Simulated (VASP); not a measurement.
# InP (F-43m) in VASP: further runs

InP is run at these levels: PBE; tasks: single point, relaxation of cell and atoms.

Everything below comes from runs of VASP 6.6.1. Logs are shortened: lines on timing, memory, paths and dates and some standing lists are left out, and cuts for length are marked.

### 1 The cell of the first run

Symmetry: F-43m, No. 216, cubic system. Conventional cell: a = 5.960 Å, b = 5.960 Å, c = 5.960 Å, α = 90.00°, β = 90.00°, γ = 90.00°. Within 3.4 Å of In (site symmetry -43m) lie 4 P at 2.58 Å. Within 3.4 Å of P (site symmetry -43m) lie 4 In at 2.58 Å.

### 2 Single point, PBE

The input, INCAR:

```
PREC = Accurate
ENCUT = 520
EDIFF = 1E-6
ISMEAR = 0
SIGMA = 0.02
LREAL = F
LASPH = T
NELM = 60
ALGO = Normal
ISIF = 2
LWAVE = F
LCHARG = T
GGA = PE
LELF = T
LVHAR = T
NBANDS = 16
```

The input, KPOINTS:

```
regular mesh
0
Gamma
  10 10 10
```

The input, POSCAR:

```
InP
1.0
    0.0000000000      2.9798940532      2.9798940532
    2.9798940532      0.0000000000      2.9798940532
    2.9798940532      2.9798940532      0.0000000000
In P
1 1
Direct
    0.0000000000      0.0000000000      0.0000000000
    0.7500000000      0.7500000000      0.7500000000
```

Potentials or basis: VASP PAW PBE potentials, release 64 (In_d, P).

Launch:

```
> cat potpaw_PBE.64/In_d/POTCAR potpaw_PBE.64/P/POTCAR > POTCAR
> mpirun -np 1 vasp_std > vasp.out
```

OUTCAR:

```text
PREC = Accurate
   ENCUT = 520
   EDIFF = 1E-6
   ISMEAR = 0
   LREAL = F
   LASPH = T
   NELM = 60
   ISIF = 2
   GGA = PE

 ion  position               nearest neighbor table
   1  0.000  0.000  0.000-   2 2.58   2 2.58   2 2.58   2 2.58
   2  0.750  0.750  0.750-   1 2.58   1 2.58   1 2.58   1 2.58

  LATTYP: Found a face centered cubic cell.
 ALAT       =     5.9597881064

  Lattice vectors:

 A1 = (   0.0000000000,   2.9798940532,   2.9798940532)
 A2 = (   2.9798940532,   0.0000000000,   2.9798940532)
 A3 = (   2.9798940532,   2.9798940532,   0.0000000000)

Analysis of symmetry for initial positions (statically):
=====================================================================
 Subroutine PRICEL returns:
 Original cell was already a primitive cell.

 Routine SETGRP: Setting up the symmetry group for a
 face centered cubic supercell.

 Subroutine GETGRP returns: Found 24 space group operations
 (whereof 24 operations were pure point group operations)
 out of a pool of 48 trial point group operations.

The static configuration has the point symmetry T_d .

Analysis of symmetry for dynamics (positions and initial velocities):
=====================================================================
 Subroutine PRICEL returns:
 Original cell was already a primitive cell.

 Routine SETGRP: Setting up the symmetry group for a
 face centered cubic supercell.

 Subroutine GETGRP returns: Found 24 space group operations
 (whereof 24 operations were pure point group operations)
 out of a pool of 48 trial point group operations.

The dynamic configuration has the point symmetry T_d .

 Subroutine INISYM returns: Found 24 space group operations
 (whereof 24 operations are pure point group operations),
 and found     1 'primitive' translations

----------------------------------------------------------------------------------------

                                     Primitive cell

  volume of cell :      52.9215

  direct lattice vectors                    reciprocal lattice vectors
     0.000000000  2.979894053  2.979894053    -0.167791200  0.167791200  0.167791200
[... 68 lines left out ...]
   k-points           NKPTS =     47   k-points in BZ     NKDIM =     47   number of bands    NBANDS=     16
   number of dos      NEDOS =    301   number of ions     NIONS =      2
   total plane-waves  NPLWV =  32768
   dimension x,y,z NGX =    32 NGY =   32 NGZ =   32
   dimension x,y,z NGXF=    64 NGYF=   64 NGZF=   64
   ions per type =               1   1
   NGX,Y,Z   is equivalent  to a cutoff of  12.62, 12.62, 12.62 a.u.
   NGXF,Y,Z  is equivalent  to a cutoff of  25.25, 25.25, 25.25 a.u.
 SYSTEM =  unknown system
   PREC   = accura    normal or accurate (medium, high low for compatibility)
   ISTART =      0    job   : 0-new  1-cont  2-samecut
   ICHARG =      2    charge: 1-file 2-atom 10-const
   ISPIN  =      1    spin polarized calculation?
   LNONCOLLINEAR =      F non collinear calculations
   LSORBIT =      F    spin-orbit coupling
   LASPH  =      T    aspherical Exc in radial PAW
   ENCUT  =  520.0 eV  38.22 Ry    6.18 a.u.   7.84  7.84  7.84*2*pi/ulx,y,z
   NELM   =     60;   NELMIN=  2; NELMDL= -5     # of ELM steps
   EDIFF  = 0.1E-05   stopping-criterion for ELM
   LREAL  =      F    real-space projection
[... 7 lines left out ...]
   TEBEG  =    0.0;   TEEND  =   0.0 temperature during run
   PSTRESS=    0.0 pullay stress
   NELECT =      18.0000    total number of electrons
   NUPDOWN=      -1.0000    fix difference up-down
   EMIN   =  10.00;   EMAX   =-10.00  energy-range for DOS
   EFERMI =   0.00;   METHOD = LEGACY
   ISMEAR =     0;   SIGMA  =   0.02  broadening in eV -4-tet -1-fermi 0-gaus
   EFERMI_NEDOS =   21; number of points for ismear=-14 and -15
   IALGO  =     38    algorithm
   IMIX   =      4    mixing-type and parameters
     AMIX     =   0.40;   BMIX     =  1.00
     AMIX_MAG =   1.60;   BMIX_MAG =  1.00
  volume/ion in A,a.u.               =      26.46       178.57
  Fermi-wavevector in a.u.,A,eV,Ry     =   1.142760  2.159502 17.767839  1.305899
  Thomas-Fermi vector in A             =   2.279457
   LORBIT       =      0    0 simple, 1 ext, 2 COOP (PROOUT), +10 PAW based schemes
   GGA     = PE    functional components
   LHFCALC =     F    Hartree Fock is set to
   AEXX    =    0.0000 exact exchange contribution
   IVDW    =     0    specifies the selected vdW correction
   LEPSILON=     F    determine dielectric tensor
   LRPA    =     F    only Hartree local field effects (RPA)
 non-spin polarized calculation
 Gauss-broadening in eV      SIGMA  =   0.02
  energy-cutoff  :      520.00
  volume of cell :       52.92
 maximum number of plane-waves:      1458
   NGX = 15   NGY = 15   NGZ = 15

 number of electron      18.0000005 magnetization

 Free energy of the ion-electron system (eV)
  ---------------------------------------------------
  ext. energy  EPLUGINS =         0.00000000
  ---------------------------------------------------
  free energy    TOTEN  =        -8.40801271 eV

  energy without entropy =       -8.40801271  energy(sigma->0) =       -8.40801271

 E-fermi :   4.8029     XC(G=0):  -9.0630

 val. band max:        4.6543901548   @ k =   0.0000   0.0000   0.0000
 cond. band min:       5.0928527236   @ k =   0.0000   0.0000   0.0000
 fundamental gap:      0.4384625688
 Fermi energy:         4.8029233251

 k-point     1 :       0.0000    0.0000    0.0000
  band No.  band energies     occupation
      1      -9.4397      2.00000
      2      -9.4397      2.00000
      3      -9.4397      2.00000
      4      -9.3112      2.00000
      5      -9.3112      2.00000
      6      -6.5313      2.00000
[... 433 lines left out ...]
      3      -9.3727      2.00000
      4      -9.3395      2.00000
      5      -9.2888      2.00000
      6      -4.9983      2.00000
[... 8 lines left out ...]
     15      15.1842      0.00000
     16      17.0900      0.00000

 [... further k-points ...]
[... 5 lines left out ...]
  --------------------------------------------------------------------------------------
  -------------------------------------------------------------------------------------
  Total       -0.0202533     -0.0202533     -0.0202533      0.0000000     -0.0000000      0.0000000
  in kB       -0.6131594     -0.6131594     -0.6131594      0.0000000     -0.0000000      0.0000000
  external PRESSURE =      -0.6131594 kB  Pullay stress =       0.0000000 kB

 VOLUME and BASIS-vectors are now :
 -----------------------------------------------------------------------------
  energy-cutoff  :      520.00
  volume of cell :       52.92
      direct lattice vectors                 reciprocal lattice vectors
     0.000000000  2.979894053  2.979894053    -0.167791200  0.167791200  0.167791200
     2.979894053  0.000000000  2.979894053     0.167791200 -0.167791200  0.167791200
     2.979894053  2.979894053  0.000000000     0.167791200  0.167791200 -0.167791200

 POSITION                                       TOTAL-FORCE (eV/Angst)
 -----------------------------------------------------------------------------------
      0.00000      0.00000      0.00000        -0.000000     -0.000000     -0.000000
      4.46984      4.46984      4.46984         0.000000      0.000000      0.000000
 -----------------------------------------------------------------------------------
    total drift:                                0.000000      0.000000      0.000000

  FREE ENERGIE OF THE ION-ELECTRON SYSTEM (eV)
  ---------------------------------------------------
  free  energy   TOTEN  =        -8.4080127084 eV

  energy  without entropy=       -8.4080127084  energy(sigma->0) =       -8.40801271
```

OSZICAR:

```text
N       E                     dE             d eps       ncg     rms          rms(c)
DAV:   1     0.112751386289E+03    0.11275E+03   -0.83908E+03  1512   0.124E+03
DAV:   2    -0.103617502623E+01   -0.11379E+03   -0.10860E+03  1656   0.300E+02
DAV:   3    -0.859357233220E+01   -0.75574E+01   -0.75201E+01  2032   0.756E+01
DAV:   4    -0.879746690653E+01   -0.20389E+00   -0.20384E+00  1840   0.135E+01
DAV:   5    -0.880878052895E+01   -0.11314E-01   -0.11313E-01  2344   0.271E+00    0.525E+00
DAV:   6    -0.843050027668E+01    0.37828E+00   -0.62050E-01  2400   0.122E+01    0.315E+00
DAV:   7    -0.840651665083E+01    0.23984E-01   -0.14650E-01  2144   0.286E+00    0.121E+00
DAV:   8    -0.840713830369E+01   -0.62165E-03   -0.13757E-02  1824   0.135E+00    0.272E-01
DAV:   9    -0.840778764656E+01   -0.64934E-03   -0.12848E-03  1896   0.391E-01    0.145E-01
DAV:  10    -0.840793424352E+01   -0.14660E-03   -0.21556E-04  2256   0.168E-01    0.925E-02
DAV:  11    -0.840801311932E+01   -0.78876E-04   -0.11806E-04  1768   0.872E-02    0.392E-02
DAV:  12    -0.840801270839E+01    0.41093E-06   -0.70173E-06  1872   0.270E-02
   1 F= -.84080127E+01 E0= -.84080127E+01  d E =-.376618E-28
```

stdout:

```text
POSCAR found type information on POSCAR InP
 POSCAR found :  2 types and       2 ions
 scaLAPACK will be used
 LDA part: xc-table for (Slater+PW92), standard interpolation
 POSCAR, INCAR and KPOINTS ok, starting setup
 FFT: planning ... GRIDC
 FFT: planning ... GRID_SOFT
 FFT: planning ... GRID
 WAVECAR not read
 entering main loop
```

Wall time 12 s (1 thread of Intel Xeon 6975P-C (Granite Rapids), shared host); peak memory 0.19 GiB.

Results:

| Item | Value |
| --- | --- |
| Free energy | -8.4080 eV |
| Pressure | -0.1 GPa |
| Band gap on the k mesh | 0.44 eV, direct |

Caveat: spin-orbit coupling is left out, which moves the levels of the heavy elements.

### 3 Relaxation of cell and atoms, PBE

This run uses another cell than the first one, of 25.72 Å³/atom, 0.972 times its volume.

The input, INCAR:

```
ALGO = Normal
EDIFF = 1E-6
EDIFFG = -0.005
ENCUT = 600
GGA = PE
IBRION = 2
ISIF = 3
ISMEAR = 0
LASPH = T
LCHARG = F
LREAL = F
LWAVE = F
NELM = 80
NSW = 100
PREC = Accurate
SIGMA = 0.02
```

The input, KPOINTS:

```
k-points
0
Gamma
  10 10 10
```

The input, POSCAR:

```
InP
1.0
    0.0000000000      2.9519763900      2.9519763900
    2.9519763900      0.0000000000      2.9519763900
    2.9519763900      2.9519763900      0.0000000000
In P
1 1
Direct
    0.0000000000      0.0000000000      0.0000000000
    0.7500000000      0.7500000000      0.7500000000
```

Potentials or basis: VASP PAW PBE potentials, release 64 (In_d, P).

Launch:

```
> cat potpaw_PBE.64/In_d/POTCAR potpaw_PBE.64/P/POTCAR > POTCAR
> mpirun -np 1 vasp_std > vasp.out
```

Wall time 39 s (1 thread of Intel Xeon 6975P-C (Granite Rapids), shared host); peak memory 0.23 GiB.

It converged, with:

* Free energy: -8.4079 eV
* Relaxed volume: 26.45 Å³/atom
* Relaxed cell: a = 4.213 Å, b = 4.213 Å, c = 4.213 Å, α = 60.00°, β = 60.00°, γ = 60.00°
* Space group after relaxing (to 0.05 Å): F-43m (No. 216)
* Energy gained by relaxing: 3.9 meV/atom
* Ionic steps: 3
* Pressure after relaxing: 0.0 GPa
* Band gap on the k mesh: 0.44 eV, direct

The path:
```
step  energy change (eV)  largest force (eV/Å)  pressure (GPa)  volume (Å³)
   1              0.0000                0.0000            1.75        51.45
   2             -0.0061                0.0000           -0.74        53.57
   3             -0.0077                0.0000            0.01        52.89
```

Final structure:
```yaml
crystal:
  lattice:
    - [0.00000, 2.97936, 2.97936]
    - [2.97936, 0.00000, 2.97936]
    - [2.97936, 2.97936, 0.00000]
  atoms:
    - { symbol: In, position: [0.00000, 0.00000, 0.00000] }
    - { symbol: P, position: [0.75000, 0.75000, 0.75000] }
```

Levels at points of the mesh, in eV from the valence-band top:
```csv
k point,band 5,band 6,band 7,band 8,band 9,band 10,band 11,band 12,band 13
"(0.00, 0.00, 0.00)",-13.97,-11.19,0.00,0.00,0.00,0.44,4.09,4.09,4.09
"(0.50, 0.00, 0.00)",-13.96,-9.62,-5.47,-0.90,-0.90,1.38,4.80,4.80,6.99
"(0.50, 0.50, 0.00)",-13.94,-9.03,-5.54,-2.16,-2.16,1.85,2.26,8.91,9.26
```

Caveat: spin-orbit coupling is left out, which moves the levels of the heavy elements.
